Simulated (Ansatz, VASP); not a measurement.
Al in VASP and in Ansatz

```
Al
1.0
     2.85099    0.00000    0.00000
    -1.42549    2.46903    0.00000
     0.00000    0.00000    4.73619
Al
2
Direct
  0.66667 0.33333 0.75000
  0.33333 0.66667 0.25000
```

Alike in both runs: task single point; functional LDA; k mesh 21 × 21 × 12; occupations gaussian, width 0.15 eV; no spin polarisation.

|  | VASP | Ansatz |
| --- | --- | --- |
| version | VASP 6.6.1 | Ansatz 0.2.0 |
| potentials or method | VASP PAW LDA potentials, release 64 (Al), cutoff 520 eV | scalar-relativistic, plane waves, PAW |
| valence electrons in the cell | 6 | 6 |

|  | VASP | Ansatz | Ansatz less VASP |
| --- | --- | --- | --- |
| gap on the k mesh at the Fermi level (eV) | none | none | - |
| pressure (GPa) | -3.2 | -3.2 | -0.05 |
| traceless stress, the component that is largest in VASP (GPa) | -0.11 | -0.11 | -0.002 |

LDA's correlation is that of Perdew and Zunger in VASP and of Perdew and Wang (1992) in Ansatz. A gap of «none» marks a metal or a gap that the smearing closes.
